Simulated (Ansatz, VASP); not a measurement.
# CuO: VASP beside Ansatz

File INCAR:

```
PREC     = Accurate       # precision mode
ENCUT    = 700            # plane-wave cutoff, eV
EDIFF    = 1E-6           # SCF threshold, eV
ISMEAR   = -1             # smearing method
SIGMA    = 0.05           # smearing width, eV
LREAL    = False          # projectors in reciprocal space
LASPH    = True           # aspherical terms in the spheres
NELM     = 200            # most SCF steps
ALGO     = Normal         # electronic algorithm
ISIF     = 2              # what is computed and relaxed
LWAVE    = False          # write WAVECAR
LCHARG   = True           # write CHGCAR
LMAXMIX  = 4              # l up to which the mixer works
LDAU     = True           # DFT+U
LDAUTYPE = 2            
LDAUL    = 2 -1           # shell
LDAUU    = 6 0            # U, eV
LDAUJ    = 0 0          
LDAUPRINT= 1            
GGA      = CA             # functional
LELF     = True           # ELF
LVHAR    = True         
NBANDS   = 33             # bands
GGA_COMPAT= False
```

KPOINTS

```
regular mesh
0
Gamma
  10 10 6
```

Contents of POSCAR:

```
CuO
1.0
    3.1795331000      0.0000000000      0.0000000000
   -1.5897665500      2.7535564400      0.0000000000
    0.0000000000      0.0000000000      4.4314907300
Cu O
2 2
Direct
    0.0000000000      0.0000000000      0.0000000000
    0.0000000000      0.0000000000      0.5000000000
    0.3333333333      0.6666666667      0.2500000000
    0.6666666667      0.3333333333      0.7500000000
```

The input input.yaml:

```yaml
crystal:
  lattice:
    - [3.1795331, 0.0, 0.0]
    - [-1.58976655, 2.75355644, 0.0]
    - [0.0, 0.0, 4.43149073]
  atoms:
    - { symbol: Cu, position: [0.0, 0.0, 0.0] }
    - { symbol: Cu, position: [0.0, 0.0, 0.5] }
    - { symbol: O, position: [0.3333333333, 0.6666666667, 0.25] }
    - { symbol: O, position: [0.6666666667, 0.3333333333, 0.75] }
hamiltonian:
  xc: lda
  pseudopotentials: { kind: paw }
  hubbard: { sites: [{ species: Cu, l: d, u_eff: 6.0 }] }
kpoints:
  mp_grid: { grid: [10, 10, 6] }
scf:
  occupations: { method: fermi_dirac, width: 0.05 }
  n_extra_bands: 10
output:
  forces: true
  stress: true
  eigenvalues: true
  dos: { projected: true, de: 0.05, nscf_kmesh: { grid: [15, 15, 9] } }
```

Alike in both runs: functional LDA; k mesh 10 × 10 × 6; occupations fermi-dirac, width 0.05 eV; no spin polarisation; Hubbard terms Cu d U = 6.0 eV.

```csv
,VASP,Ansatz
version,VASP 6.6.1,Ansatz 0.2.0
potentials or method,"VASP PAW LDA potentials, release 64 (Cu_sv_GW, O)",Ansatz PAW
plane-wave cutoff (eV),700,420
valence electrons in the cell,50,50
task,single point,projected density of states
```

|  | VASP | Ansatz | Ansatz less VASP |
| --- | --- | --- | --- |
| gap on the k mesh at the Fermi level (eV) | none | none | - |
| pressure (GPa) | -14.4 | -6.5 | +7.91 |
| traceless stress, the component that is largest in VASP (GPa) | 27.57 | 26.13 | -1.434 |

LDA's correlation is that of Perdew and Zunger in VASP and of Perdew and Wang (1992) in Ansatz. The programs project onto different local orbitals, so the same U acts differently, and such runs can settle in different states. A gap of «none» marks a metal or a gap that the smearing closes.

Noted on Ansatz's run: Pulay correction over one GPa.
